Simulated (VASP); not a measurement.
# Cs (I4/mmm) in VASP: single point with PBEsol

Aim: the single point of Cs with PBEsol.

Everything below comes from runs of VASP 6.6.1. Logs are shortened: lines on timing, memory, paths and dates and some standing lists are left out, and cuts for length are marked.

**1. The cell of the first run**

The structure is tetragonal, space group I4/mmm (No. 139). Conventional cell: a = 6.326 Å, b = 6.326 Å, c = 5.665 Å, α = 90.00°, β = 90.00°, γ = 90.00°.

**2. Single point, PBEsol**

The input, INCAR:

```
SYSTEM = Cs
PREC = Accurate
ENCUT = 520
EDIFF = 1E-7
ISMEAR = 0
SIGMA = 0.1
LREAL = .False.
LASPH = .True.
NELM = 60
ALGO = Fast
ISIF = 2
LWAVE = .False.
LCHARG = .True.
GGA = PS
LELF = .True.
LVHAR = .True.
NBANDS = 16
```

The input, KPOINTS:

```
Automatic mesh
0
Gamma
  4 4 12
  0 0 0
```

The input, POSCAR:

```
Cs
1.0
    8.9460088928      0.0000000000      0.0000000000
    0.0000000000      8.9460088928      0.0000000000
    0.0000000000      4.4730044464      2.8325869488
Cs
2
Direct
    0.5000000000      0.5000000000      0.0000000000
    0.0000000000      0.0000000000      0.0000000000
```

Potentials or basis: VASP PAW PBE potentials, release 64 (Cs_sv).

The run is started by

```
cat potpaw_PBE.64/Cs_sv/POTCAR > POTCAR
mpirun -np 1 vasp_std > vasp.out
```

OUTCAR:

```text
SYSTEM = Cs
   PREC = Accurate
   ENCUT = 520
   EDIFF = 1E-7
   ISMEAR = 0
   LREAL = .False.
   LASPH = .True.
   NELM = 60
   ISIF = 2
   GGA = PS

 ion  position               nearest neighbor table
   1  0.500  0.500  0.000-
   2  0.000  0.000  0.000-

  LATTYP: Found a base centered orthorhombic cell.
 ALAT       =     5.6651738976
 B/A-ratio  =     1.5791234399
 C/A-ratio  =     1.5791234399

  Lattice vectors:

 A1 = (   0.0000000000,  -4.4730044464,  -2.8325869488)
 A2 = (   0.0000000000,   4.4730044464,  -2.8325869488)
 A3 = (   8.9460088928,   0.0000000000,   0.0000000000)

Analysis of symmetry for initial positions (statically):
=====================================================================
 Subroutine PRICEL returns following result:

  LATTYP: Found a body centered tetragonal cell.
 ALAT       =     6.3257835527
 C/A-ratio  =     0.8955687229

  Lattice vectors:

 A1 = (   4.4730044464,   0.0000000000,  -2.8325869488)
 A2 = (  -4.4730044464,  -0.0000000000,  -2.8325869488)
 A3 = (   0.0000000000,   4.4730044464,   2.8325869488)

   2 primitive cells build up your supercell.

 Routine SETGRP: Setting up the symmetry group for a
 base centered orthorhombic supercell.

 Subroutine GETGRP returns: Found  8 space group operations
 (whereof  8 operations were pure point group operations)
 out of a pool of  8 trial point group operations.

The static configuration has the point symmetry D_2h.

Analysis of symmetry for dynamics (positions and initial velocities):
=====================================================================
 Subroutine PRICEL returns following result:

  LATTYP: Found a body centered tetragonal cell.
 ALAT       =     6.3257835527
 C/A-ratio  =     0.8955687229

  Lattice vectors:

 A1 = (   4.4730044464,   0.0000000000,  -2.8325869488)
 A2 = (  -4.4730044464,  -0.0000000000,  -2.8325869488)
 A3 = (   0.0000000000,   4.4730044464,   2.8325869488)

   2 primitive cells build up your supercell.

 Routine SETGRP: Setting up the symmetry group for a
 base centered orthorhombic supercell.

 Subroutine GETGRP returns: Found  8 space group operations
 (whereof  8 operations were pure point group operations)
 out of a pool of  8 trial point group operations.

The dynamic configuration has the point symmetry D_2h.

 Subroutine INISYM returns: Found  8 space group operations
 (whereof  8 operations are pure point group operations),
 and found     2 'primitive' translations

----------------------------------------------------------------------------------------

                                     Primitive cell

  volume of cell :     113.3475

  direct lattice vectors                    reciprocal lattice vectors
     4.473004446  0.000000000 -2.832586949     0.111781691  0.111781691 -0.176517088
    -4.473004446 -0.000000000 -2.832586949    -0.111781691  0.111781691 -0.176517088
     0.000000000  4.473004446  2.832586949    -0.000000000  0.223563382  0.000000000

  length of vectors
     5.294461030  5.294461030  5.294461030     0.236956906  0.236956906  0.223563382

  position of ions in fractional coordinates (direct lattice)
     1.000000000  1.000000000  1.000000000

  ion indices of the primitive-cell ions
   primitive index   ion index
                 1           1

----------------------------------------------------------------------------------------

 KPOINTS: Automatic mesh

Automatic generation of k-mesh.
 Grid dimensions read from file:
 generate k-points for:    4    4   12

 Generating k-lattice:

  Cartesian coordinates                     Fractional coordinates (reciprocal lattice)
     0.027945423  0.000000000  0.000000000     0.250000000  0.000000000  0.000000000
     0.000000000  0.027945423 -0.044129272     0.000000000  0.250000000  0.000000000
     0.000000000  0.000000000  0.029419515     0.000000000  0.000000000  0.083333333

  Length of vectors
     0.027945423  0.052233507  0.029419515

  Shift w.r.t. Gamma in fractional coordinates (k-lattice)
     0.000000000  0.000000000  0.000000000

 Subroutine IBZKPT returns following result:
 ===========================================

 Found     51 irreducible k-points:

 Following reciprocal coordinates:
            Coordinates               Weight
  0.000000  0.000000  0.000000      1.000000
  0.250000  0.000000  0.000000      2.000000
  0.500000  0.000000  0.000000      1.000000
  0.000000  0.250000 -0.000000      4.000000
  0.250000  0.250000 -0.000000      8.000000
  0.500000  0.250000 -0.000000      4.000000
[... 16 lines left out ...]
  0.250000  0.000000  0.166667      4.000000
  0.500000  0.000000  0.166667      2.000000
 [... further k-points ...]
   k-points           NKPTS =     51   k-points in BZ     NKDIM =     51   number of bands    NBANDS=     16
   number of dos      NEDOS =    301   number of ions     NIONS =      2
   total plane-waves  NPLWV = 196000
   dimension x,y,z NGX =    70 NGY =   70 NGZ =   40
   dimension x,y,z NGXF=   140 NGYF=  140 NGZF=   80
   ions per type =               2
   NGX,Y,Z   is equivalent  to a cutoff of  13.01, 13.01, 12.56 a.u.
   NGXF,Y,Z  is equivalent  to a cutoff of  26.02, 26.02, 25.12 a.u.
 SYSTEM =  Cs
   PREC   = accura    normal or accurate (medium, high low for compatibility)
   ISTART =      0    job   : 0-new  1-cont  2-samecut
   ICHARG =      2    charge: 1-file 2-atom 10-const
   ISPIN  =      1    spin polarized calculation?
   LNONCOLLINEAR =      F non collinear calculations
   LSORBIT =      F    spin-orbit coupling
   LASPH  =      T    aspherical Exc in radial PAW
   ENCUT  =  520.0 eV  38.22 Ry    6.18 a.u.  16.63 16.63  9.84*2*pi/ulx,y,z
   NELM   =     60;   NELMIN=  2; NELMDL= -5     # of ELM steps
   EDIFF  = 0.1E-06   stopping-criterion for ELM
   LREAL  =      F    real-space projection
   EDIFFG = 0.1E-05   stopping-criterion for IOM
   NSW    =      0    number of steps for IOM
   IBRION =     -1    ionic relax: 0-MD 1-quasi-New 2-CG
   NFREE  =      0    steps in history (QN), initial steepest desc. (CG)
   ISIF   =      2    stress and relaxation
   ISYM   =      2    0-nonsym 1-usesym 2-fastsym
   POTIM  = 0.5000    time-step for ionic-motion
   TEBEG  =    0.0;   TEEND  =   0.0 temperature during run
   PSTRESS=    0.0 pullay stress
   NELECT =      18.0000    total number of electrons
   NUPDOWN=      -1.0000    fix difference up-down
   EMIN   =  10.00;   EMAX   =-10.00  energy-range for DOS
   EFERMI =   0.00;   METHOD = LEGACY
   ISMEAR =     0;   SIGMA  =   0.10  broadening in eV -4-tet -1-fermi 0-gaus
   EFERMI_NEDOS =   21; number of points for ismear=-14 and -15
   IALGO  =     68    algorithm
   IMIX   =      4    mixing-type and parameters
     AMIX     =   0.40;   BMIX     =  1.00
     AMIX_MAG =   1.60;   BMIX_MAG =  1.00
  volume/ion in A,a.u.               =     113.35       764.91
  Fermi-wavevector in a.u.,A,eV,Ry     =   0.703642  1.329690  6.736407  0.495112
  Thomas-Fermi vector in A             =   1.788668
   LORBIT       =      0    0 simple, 1 ext, 2 COOP (PROOUT), +10 PAW based schemes
   GGA     = PS    functional components
   LHFCALC =     F    Hartree Fock is set to
   AEXX    =    0.0000 exact exchange contribution
   IVDW    =     0    specifies the selected vdW correction
   LEPSILON=     F    determine dielectric tensor
   LRPA    =     F    only Hartree local field effects (RPA)
 non-spin polarized calculation
 RMM-DIIS sequential band-by-band and
 Gauss-broadening in eV      SIGMA  =   0.10
  energy-cutoff  :      520.00
  volume of cell :      226.69
 maximum number of plane-waves:      6151
 NGX is ok and might be reduce to    70
   NGX = 33   NGY = 33   NGZ = 19

 number of electron      18.0000000 magnetization

 Free energy of the ion-electron system (eV)
  ---------------------------------------------------
  ext. energy  EPLUGINS =         0.00000000
  ---------------------------------------------------
  free energy    TOTEN  =        -1.88469620 eV

  energy without entropy =       -1.87127537  energy(sigma->0) =       -1.87798578

 E-fermi :   0.4285     XC(G=0):  -5.5142

 val. band max:        0.4267911738   @ k =   0.2500   0.5000   0.2500
 cond. band min:       0.4594175722   @ k =   0.5000  -0.2500   0.3333
 fundamental gap:      0.0326263985
 Fermi energy:         0.4284540155

 k-point     1 :       0.0000    0.0000    0.0000
  band No.  band energies     occupation
      1     -23.4310      2.00000
      2     -23.4244      2.00000
      3     -10.2938      2.00000
      4     -10.1847      2.00000
      5     -10.1494      2.00000
      6     -10.1484      2.00000
[... 8 lines left out ...]
     15       3.1164      0.00000
     16       3.3226      0.00000

 k-point     2 :       0.2500    0.0000    0.0000
  band No.  band energies     occupation
      1     -23.4300      2.00000
      2     -23.4253      2.00000
      3     -10.2732      2.00000
      4     -10.1791      2.00000
      5     -10.1704      2.00000
      6     -10.1519      2.00000
[... 8 lines left out ...]
     15       3.2620      0.00000
     16       3.2984      0.00000

 k-point     3 :       0.5000    0.0000    0.0000
  band No.  band energies     occupation
      1     -23.4277      2.00000
      2     -23.4277      2.00000
      3     -10.2225      2.00000
      4     -10.2225      2.00000
      5     -10.1656      2.00000
      6     -10.1656      2.00000
[... 8 lines left out ...]
     15       3.2860      0.00000
     16       3.2864      0.00000

 k-point     4 :       0.0000    0.2500   -0.0000
  band No.  band energies     occupation
      1     -23.4279      2.00000
      2     -23.4232      2.00000
      3     -10.2654      2.00000
      4     -10.2260      2.00000
      5     -10.2088      2.00000
      6     -10.1635      2.00000
[... 8 lines left out ...]
     15       3.2915      0.00000
     16       3.5497      0.00000
[... 324 lines left out ...]
 k-point    22 :       0.0000    0.0000    0.1667
  band No.  band energies     occupation
      1     -23.4270      2.00000
      2     -23.4235      2.00000
      3     -10.2529      2.00000
      4     -10.2226      2.00000
      5     -10.2057      2.00000
      6     -10.1780      2.00000
[... 8 lines left out ...]
     15       2.7820      0.00000
     16       3.0384      0.00000

 k-point    23 :       0.2500    0.0000    0.1667
  band No.  band energies     occupation
      1     -23.4265      2.00000
      2     -23.4240      2.00000
      3     -10.2619      2.00000
      4     -10.2285      2.00000
      5     -10.1992      2.00000
      6     -10.1774      2.00000
[... 8 lines left out ...]
     15       3.3017      0.00000
     16       3.4418      0.00000

 k-point    24 :       0.5000    0.0000    0.1667
  band No.  band energies     occupation
      1     -23.4252      2.00000
      2     -23.4252      2.00000
      3     -10.2554      2.00000
      4     -10.2554      2.00000
      5     -10.1760      2.00000
      6     -10.1760      2.00000
[... 8 lines left out ...]
     15       3.8473      0.00000
     16       3.8582      0.00000

 [... further k-points ...]
[... 5 lines left out ...]
  --------------------------------------------------------------------------------------
  -------------------------------------------------------------------------------------
  Total       -0.1522323     -0.1303759     -0.0698521      0.0000000     -0.0000000      0.0000000
  in kB       -1.0759086     -0.9214378     -0.4936831      0.0000000     -0.0000000      0.0000000
  external PRESSURE =      -0.8303432 kB  Pullay stress =       0.0000000 kB

 VOLUME and BASIS-vectors are now :
 -----------------------------------------------------------------------------
  energy-cutoff  :      520.00
  volume of cell :      226.69
      direct lattice vectors                 reciprocal lattice vectors
     8.946008893  0.000000000  0.000000000     0.111781691  0.000000000  0.000000000
     0.000000000  8.946008893  0.000000000     0.000000000  0.111781691 -0.176517088
     0.000000000  4.473004446  2.832586949     0.000000000  0.000000000  0.353034176

 POSITION                                       TOTAL-FORCE (eV/Angst)
 -----------------------------------------------------------------------------------
      4.47300      4.47300      0.00000         0.000000     -0.000000     -0.000000
      0.00000      0.00000      0.00000         0.000000      0.000000      0.000000
 -----------------------------------------------------------------------------------
    total drift:                                0.000000      0.000000      0.000000

  FREE ENERGIE OF THE ION-ELECTRON SYSTEM (eV)
  ---------------------------------------------------
  free  energy   TOTEN  =        -1.8846962027 eV

  energy  without entropy=       -1.8712753664  energy(sigma->0) =       -1.87798578
```

It took 4 min on 1 thread of Intel Xeon Platinum 8375C at 2.90GHz (Ice Lake), shared host; peak memory 0.5 GiB.

What came out:

| Item | Value |
| --- | --- |
| Free energy | -1.8847 eV |
| Pressure | -0.1 GPa |
| Band gap on the k mesh | zero (band 9 reaches 1.18 eV, above the bottom of band 10 at -0.68 eV) |

Levels at points of the mesh, in eV from the Fermi level:
| k point | band 7 | band 8 | band 9 | band 10 | band 11 | band 12 |
| --- | --- | --- | --- | --- | --- | --- |
| (0.00, 0.00, 0.00) | -10.57 | -10.57 | -1.72 | -0.08 | 0.72 | 1.99 |
| (0.50, 0.00, 0.00) | -10.57 | -10.57 | -1.11 | -1.11 | 1.59 | 1.59 |
| (0.00, 0.50, 0.00) | -10.60 | -10.60 | 0.10 | 0.10 | 1.08 | 1.08 |
| (0.50, 0.50, 0.00) | -10.59 | -10.59 | 0.06 | 0.06 | 0.96 | 0.96 |
| (0.00, 0.00, 0.50) | -10.61 | -10.57 | -0.08 | 0.53 | 0.71 | 0.72 |
| (0.50, 0.00, 0.50) | -10.63 | -10.63 | 0.50 | 0.50 | 0.62 | 0.62 |

Caveat: the PAW data sets were made with another functional, which shifts forces and pressure a little; spin-orbit coupling is left out, which moves the levels of the heavy elements.
